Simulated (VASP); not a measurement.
# B4CCl6O (R3m) in VASP: single point with r2SCAN

Aim: the single point of B4CCl6O with r2SCAN.

Program: VASP 6.6.1. These are calculated values, not measurements. Logs are shortened: lines on timing, memory, paths and dates and some standing lists are left out, and cuts for length are marked.

### Step 1. The cell of the first run

It takes space group R3m (No. 160, trigonal). The conventional cell has a = 10.198 Å, b = 10.198 Å, c = 6.951 Å, α = 90.00°, β = 90.00°, γ = 120.00°. B (site symmetry 3m) has 1 C at 1.49 Å and 3 B at 1.68 Å within 2.0 Å. B (site symmetry m) has 1 B at 1.68 Å and 2 Cl at 1.74 Å within 2.2 Å. C (site symmetry 3m) has 1 O at 1.13 Å and 1 B at 1.49 Å within 1.5 Å. O (site symmetry 3m) has 1 C at 1.13 Å within 1.5 Å. Cl (site symmetry m) has 1 B at 1.74 Å within 2.3 Å. Within 2.3 Å of Cl (site symmetry m) lie 1 B at 1.74 Å.

### Step 2. Single point, r2SCAN

Contents of POSCAR:

```
B4CCl6O
1.0
    5.0987718711      2.9437771619      2.3168516231
   -5.0987718711      2.9437771619      2.3168516231
    0.0000000000     -5.8875547751      2.3168510496
B C O Cl
4 1 1 6
Direct
    0.2995655424      0.2995655424      0.2995655424
    0.3215194437      0.3215194437      0.0480996612
    0.0480996612      0.3215194437      0.3215194437
    0.3215194437      0.0480996612      0.3215194437
    0.5132583516      0.5132583516      0.5132583516
    0.6751728763      0.6751728763      0.6751728763
    0.1058070261      0.1058070261      0.7552491917
    0.7552491917      0.1058070261      0.1058070261
    0.1058070261      0.7552491917      0.1058070261
    0.5641054398      0.5641054398      0.0734905575
    0.0734905575      0.5641054398      0.5641054398
    0.5641054398      0.0734905575      0.5641054398
```

Contents of INCAR.step1:

```
PREC = Accurate
ENCUT = 520
ISMEAR = -1
SIGMA = 0.1
LREAL = False
LASPH = True
NELM = 100
NBANDS = 44
GGA = PE
ALGO = Normal
EDIFF = 1E-4
LWAVE = True
LCHARG = False
```

Contents of INCAR.step2:

```
PREC = Accurate
ENCUT = 520
EDIFF = 1E-6
ISMEAR = -1
SIGMA = 0.1
LREAL = False
LASPH = True
NELM = 100
ALGO = Normal
ISIF = 2
LWAVE = False
LCHARG = False
METAGGA = R2SCAN
LMIXTAU = True
NBANDS = 44
ISTART = 1
```

Contents of KPOINTS:

```
regular mesh
0
Gamma
  4 4 4
```

Potentials or basis: VASP PAW PBE potentials, release 64 (B, C, O, Cl).

Run with:

```bash
$ cat potpaw_PBE.64/B/POTCAR potpaw_PBE.64/C/POTCAR potpaw_PBE.64/O/POTCAR potpaw_PBE.64/Cl/POTCAR > POTCAR
$ cp INCAR.step1 INCAR
$ mpirun -np 1 vasp_std > vasp.out
$ cp INCAR.step2 INCAR
$ mpirun -np 1 vasp_std > vasp.out
```

OUTCAR:

```text
PREC = Accurate
   ENCUT = 520
   EDIFF = 1E-6
   ISMEAR = -1
   LREAL = False
   LASPH = True
   NELM = 100
   ISIF = 2
   METAGGA = R2SCAN
   ISTART = 1

 ion  position               nearest neighbor table
   1  0.300  0.300  0.300-   5 1.49   4 1.68   3 1.68   2 1.68
   2  0.322  0.322  0.048-   1 1.68   7 1.74  10 1.74
   3  0.048  0.322  0.322-   1 1.68   8 1.74  11 1.74
   4  0.322  0.048  0.322-   1 1.68   9 1.74  12 1.74
   5  0.513  0.513  0.513-   6 1.13   1 1.49
   6  0.675  0.675  0.675-   5 1.13
   7  0.106  0.106  0.755-   2 1.74
   8  0.755  0.106  0.106-   3 1.74
   9  0.106  0.755  0.106-   4 1.74
  10  0.564  0.564  0.073-   2 1.74
  11  0.073  0.564  0.564-   3 1.74
  12  0.564  0.073  0.564-   4 1.74

  LATTYP: Found a trigonal (rhomboedric) cell.
 ALAT       =     6.3270135148
 COS(alpha) =    -0.2988638625

  Lattice vectors:

 A1 = (   5.0987718711,   2.9437771619,   2.3168516231)
 A2 = (  -5.0987718711,   2.9437771619,   2.3168516231)
 A3 = (   0.0000000000,  -5.8875547751,   2.3168510496)

Analysis of symmetry for initial positions (statically):
=====================================================================
 Subroutine PRICEL returns:
 Original cell was already a primitive cell.

 Routine SETGRP: Setting up the symmetry group for a
 trigonal (rhombohedral) supercell.

 Subroutine GETGRP returns: Found  6 space group operations
 (whereof  6 operations were pure point group operations)
 out of a pool of 12 trial point group operations.

The static configuration has the point symmetry C_3v.

Analysis of symmetry for dynamics (positions and initial velocities):
=====================================================================
 Subroutine PRICEL returns:
 Original cell was already a primitive cell.

 Routine SETGRP: Setting up the symmetry group for a
 trigonal (rhombohedral) supercell.

 Subroutine GETGRP returns: Found  6 space group operations
 (whereof  6 operations were pure point group operations)
 out of a pool of 12 trial point group operations.

The dynamic configuration has the point symmetry C_3v.

 Subroutine INISYM returns: Found  6 space group operations
 (whereof  6 operations are pure point group operations),
 and found     1 'primitive' translations

----------------------------------------------------------------------------------------

                                     Primitive cell

  volume of cell :     208.6508

  direct lattice vectors                    reciprocal lattice vectors
     5.098771871  2.943777162  2.316851623     0.098062830  0.056616592  0.143873421
    -5.098771871  2.943777162  2.316851623    -0.098062830  0.056616592  0.143873421
     0.000000000 -5.887554775  2.316851050     0.000000000 -0.113233212  0.143873410

  length of vectors
     6.327013515  6.327013515  6.327013515     0.183088281  0.183088281  0.183088281

  position of ions in fractional coordinates (direct lattice)
     0.299565542  0.299565542  0.299565542
     0.321519444  0.321519444  0.048099661
     0.048099661  0.321519444  0.321519444
     0.321519444  0.048099661  0.321519444
     0.513258352  0.513258352  0.513258352
     0.675172876  0.675172876  0.675172876
     0.105807026  0.105807026  0.755249192
     0.755249192  0.105807026  0.105807026
     0.105807026  0.755249192  0.105807026
     0.564105440  0.564105440  0.073490558
     0.073490558  0.564105440  0.564105440
     0.564105440  0.073490558  0.564105440

  ion indices of the primitive-cell ions
   primitive index   ion index
                 1           1
                 2           2
                 3           3
                 4           4
                 5           5
                 6           6
                 7           7
                 8           8
                 9           9
                10          10
                11          11
                12          12

----------------------------------------------------------------------------------------

 KPOINTS: regular mesh

Automatic generation of k-mesh.
 Grid dimensions read from file:
 generate k-points for:    4    4    4

 Generating k-lattice:

  Cartesian coordinates                     Fractional coordinates (reciprocal lattice)
     0.024515708  0.014154148  0.035968355     0.250000000  0.000000000  0.000000000
    -0.024515708  0.014154148  0.035968355     0.000000000  0.250000000  0.000000000
     0.000000000 -0.028308303  0.035968353     0.000000000  0.000000000  0.250000000

  Length of vectors
     0.045772070  0.045772070  0.045772070

  Shift w.r.t. Gamma in fractional coordinates (k-lattice)
     0.000000000  0.000000000  0.000000000

 Subroutine IBZKPT returns following result:
 ===========================================

 Found     13 irreducible k-points:

 Following reciprocal coordinates:
            Coordinates               Weight
  0.000000  0.000000  0.000000      1.000000
  0.250000 -0.000000  0.000000      6.000000
  0.500000 -0.000000  0.000000      3.000000
  0.250000  0.250000  0.000000      6.000000
  0.500000  0.250000  0.000000     12.000000
 -0.250000  0.250000  0.000000      6.000000
  0.500000  0.500000  0.000000      3.000000
  0.250000  0.250000  0.250000      2.000000
  0.500000  0.250000  0.250000      6.000000
 -0.250000  0.250000  0.250000      6.000000
  0.500000  0.500000  0.250000      6.000000
 -0.250000  0.500000  0.250000      6.000000
  0.500000  0.500000  0.500000      1.000000
   k-points           NKPTS =     13   k-points in BZ     NKDIM =     13   number of bands    NBANDS=     44
   number of dos      NEDOS =    301   number of ions     NIONS =     12
   total plane-waves  NPLWV = 110592
   dimension x,y,z NGX =    48 NGY =   48 NGZ =   48
   dimension x,y,z NGXF=    96 NGYF=   96 NGZF=   96
   ions per type =               4   1   1   6
   NGX,Y,Z   is equivalent  to a cutoff of  12.61, 12.61, 12.61 a.u.
   NGXF,Y,Z  is equivalent  to a cutoff of  25.22, 25.22, 25.22 a.u.
 SYSTEM =  unknown system
   PREC   = accura    normal or accurate (medium, high low for compatibility)
   ISTART =      1    job   : 0-new  1-cont  2-samecut
   ICHARG =      0    charge: 1-file 2-atom 10-const
   ISPIN  =      1    spin polarized calculation?
   LNONCOLLINEAR =      F non collinear calculations
   LSORBIT =      F    spin-orbit coupling
   LASPH  =      T    aspherical Exc in radial PAW
   ENCUT  =  520.0 eV  38.22 Ry    6.18 a.u.  11.76 11.76 11.76*2*pi/ulx,y,z
   NELM   =    100;   NELMIN=  2; NELMDL=  0     # of ELM steps
   EDIFF  = 0.1E-05   stopping-criterion for ELM
   LREAL  =      F    real-space projection
   EDIFFG = 0.1E-04   stopping-criterion for IOM
   NSW    =      0    number of steps for IOM
   IBRION =     -1    ionic relax: 0-MD 1-quasi-New 2-CG
   NFREE  =      0    steps in history (QN), initial steepest desc. (CG)
   ISIF   =      2    stress and relaxation
   ISYM   =      2    0-nonsym 1-usesym 2-fastsym
   POTIM  = 0.5000    time-step for ionic-motion
   TEBEG  =    0.0;   TEEND  =   0.0 temperature during run
   PSTRESS=    0.0 pullay stress
   NELECT =      64.0000    total number of electrons
   NUPDOWN=      -1.0000    fix difference up-down
   EMIN   =  10.00;   EMAX   =-10.00  energy-range for DOS
   EFERMI =   0.00;   METHOD = LEGACY
   ISMEAR =    -1;   SIGMA  =   0.10  broadening in eV -4-tet -1-fermi 0-gaus
   EFERMI_NEDOS =   21; number of points for ismear=-14 and -15
   IALGO  =     38    algorithm
   IMIX   =      4    mixing-type and parameters
     AMIX     =   0.40;   BMIX     =  1.00
     AMIX_MAG =   1.60;   BMIX_MAG =  1.00
  volume/ion in A,a.u.               =      17.39       117.34
  Fermi-wavevector in a.u.,A,eV,Ry     =   1.104065  2.086381 16.584966  1.218961
  Thomas-Fermi vector in A             =   2.240533
   LORBIT       =      0    0 simple, 1 ext, 2 COOP (PROOUT), +10 PAW based schemes
   METAGGA = R2SCAN    functional components
   LHFCALC =     F    Hartree Fock is set to
   AEXX    =    0.0000 exact exchange contribution
   IVDW    =     0    specifies the selected vdW correction
   LEPSILON=     F    determine dielectric tensor
   LRPA    =     F    only Hartree local field effects (RPA)
 non-spin polarized calculation
  energy-cutoff  :      520.00
  volume of cell :      208.65
 maximum number of plane-waves:      5636
   NGX = 23   NGY = 23   NGZ = 23

 number of electron      64.0000000 magnetization

 Free energy of the ion-electron system (eV)
  ---------------------------------------------------
  ext. energy  EPLUGINS =         0.00000000
  ---------------------------------------------------
  free energy    TOTEN  =       -90.35493788 eV

  energy without entropy =      -90.35493788  energy(sigma->0) =      -90.35493788

 E-fermi :   2.6383     XC(G=0):  -9.3579

 val. band max:        0.4581708627   @ k =   0.5000  -0.0000   0.0000
 cond. band min:       4.8180300411   @ k =   0.2500   0.2500   0.2500
 fundamental gap:      4.3598591785
 Fermi energy:         2.6383332139

 k-point     1 :       0.0000    0.0000    0.0000
  band No.  band energies     occupation
      1     -23.8522      2.00000
      2     -15.7203      2.00000
      3     -15.0657      2.00000
      4     -15.0657      2.00000
      5     -14.3870      2.00000
      6     -14.3870      2.00000
[... 36 lines left out ...]
     43      10.2085      0.00000
     44      10.2134      0.00000

 k-point     2 :       0.2500   -0.0000    0.0000
  band No.  band energies     occupation
      1     -23.8521      2.00000
      2     -15.6273      2.00000
      3     -15.1384      2.00000
      4     -15.1368      2.00000
      5     -14.3988      2.00000
      6     -14.2955      2.00000
[... 36 lines left out ...]
     43      10.1223      0.00000
     44      10.1443      0.00000

 k-point     3 :       0.5000   -0.0000    0.0000
  band No.  band energies     occupation
      1     -23.8519      2.00000
      2     -15.4581      2.00000
      3     -15.2932      2.00000
      4     -15.1951      2.00000
      5     -14.4010      2.00000
      6     -14.2833      2.00000
[... 36 lines left out ...]
     43       9.7732      0.00000
     44      10.3180      0.00000

 k-point     4 :       0.2500    0.2500    0.0000
  band No.  band energies     occupation
      1     -23.8518      2.00000
      2     -15.4709      2.00000
      3     -15.2551      2.00000
      4     -15.2177      2.00000
      5     -14.4092      2.00000
      6     -14.2755      2.00000
[... 365 lines left out ...]
     43       9.7372      0.00000
     44      10.4146      0.00000

 k-point    12 :      -0.2500    0.5000    0.2500
  band No.  band energies     occupation
      1     -23.8516      2.00000
      2     -15.4039      2.00000
      3     -15.2793      2.00000
      4     -15.2288      2.00000
      5     -14.3967      2.00000
      6     -14.3414      2.00000
[... 36 lines left out ...]
     43       9.7465      0.00000
     44      10.5004      0.00000

 k-point    13 :       0.5000    0.5000    0.5000
  band No.  band energies     occupation
      1     -23.8511      2.00000
      2     -15.3297      2.00000
      3     -15.2708      2.00000
      4     -15.2708      2.00000
      5     -14.3912      2.00000
      6     -14.3912      2.00000
[... 36 lines left out ...]
     43       9.5501      0.00000
     44      10.5734      0.00000

------------------------ aborting loop because EDIFF is reached ----------------------------------------

  FORCE on cell =-STRESS in cart. coord.  units (eV):
  Direction    XX          YY          ZZ          XY          YZ          ZX
  --------------------------------------------------------------------------------------
  -------------------------------------------------------------------------------------
  Total        6.2607341      6.2607341      7.1161033      0.0000000     -0.0000001      0.0000000
  in kB       48.0746209     48.0746209     54.6427885      0.0000000     -0.0000004      0.0000000
  external PRESSURE =      50.2640101 kB  Pullay stress =       0.0000000 kB

 VOLUME and BASIS-vectors are now :
 -----------------------------------------------------------------------------
  energy-cutoff  :      520.00
  volume of cell :      208.65
      direct lattice vectors                 reciprocal lattice vectors
     5.098771871  2.943777162  2.316851623     0.098062830  0.056616592  0.143873421
    -5.098771871  2.943777162  2.316851623    -0.098062830  0.056616592  0.143873421
     0.000000000 -5.887554775  2.316851050     0.000000000 -0.113233212  0.143873410

 POSITION                                       TOTAL-FORCE (eV/Angst)
 -----------------------------------------------------------------------------------
      0.00000     -0.00000      2.08215        -0.000000      0.000000     -0.004171
      0.00000      1.60977      1.60127        -0.000000      0.063641     -0.018704
     -1.39411     -0.80489      1.60127        -0.055115     -0.031821     -0.018704
      1.39411     -0.80489      1.60127         0.055115     -0.031821     -0.018704
      0.00000     -0.00000      3.56743        -0.000000      0.000000     -1.103471
      0.00000     -0.00000      4.69283        -0.000000     -0.000000      1.099001
      0.00000     -3.82363      2.24008        -0.000000     -0.015518      0.062268
      3.31136      1.91181      2.24008         0.013439      0.007759      0.062268
     -3.31136      1.91181      2.24008        -0.013439      0.007759      0.062268
      0.00000      2.88852      2.78416        -0.000000     -0.042844     -0.040685
     -2.50153     -1.44426      2.78416         0.037104      0.021422     -0.040685
      2.50153     -1.44426      2.78416        -0.037104      0.021422     -0.040685
 -----------------------------------------------------------------------------------
    total drift:                                0.000000      0.000000      0.000431

  FREE ENERGIE OF THE ION-ELECTRON SYSTEM (eV)
  ---------------------------------------------------
  free  energy   TOTEN  =       -90.3549378830 eV

  energy  without entropy=      -90.3549378814  energy(sigma->0) =      -90.35493788
```

It took 13 min on 1 thread of Oxide Virtual Turin-like, shared host; peak memory 0.39 GiB.

Results:

```yaml
Free_energy: -90.3549 eV
Pressure: 5.0 GPa
Largest_force: 1.103 eV/Å
Band_gap_on_the_k_mesh: 4.36 eV, indirect (least direct gap 4.37 eV)
```

Forces in eV/Å, atoms in the order of the input:
```
B    0.000  0.000 -0.004
B    0.000  0.064 -0.019
B   -0.055 -0.032 -0.019
B    0.055 -0.032 -0.019
C    0.000  0.000 -1.103
O    0.000  0.000  1.099
Cl   0.000 -0.016  0.062
Cl   0.013  0.008  0.062
Cl  -0.013  0.008  0.062
Cl   0.000 -0.043 -0.041
Cl   0.037  0.021 -0.041
Cl  -0.037  0.021 -0.041
```

Stress tensor (GPa, compression positive):
```
4.81 0.00 0.00
0.00 4.81 0.00
0.00 0.00 5.46
```

Levels at points of the mesh, in eV from the valence-band top:
```csv
k point,band 29,band 30,band 31,band 32,band 33,band 34,band 35,band 36
"(0.00, 0.00, 0.00)",-0.73,-0.47,-0.33,-0.33,4.77,4.77,4.98,4.98
"(0.50, 0.00, 0.00)",-0.62,-0.61,-0.32,0.00,4.37,4.66,4.95,4.99
"(0.50, 0.50, 0.00)",-0.80,-0.76,-0.35,-0.06,4.54,4.59,4.94,4.99
"(0.50, 0.50, 0.50)",-0.89,-0.89,-0.05,-0.05,4.60,4.60,5.08,5.37
```

Caveat: the PAW data sets were made with another functional, which shifts forces and pressure a little.
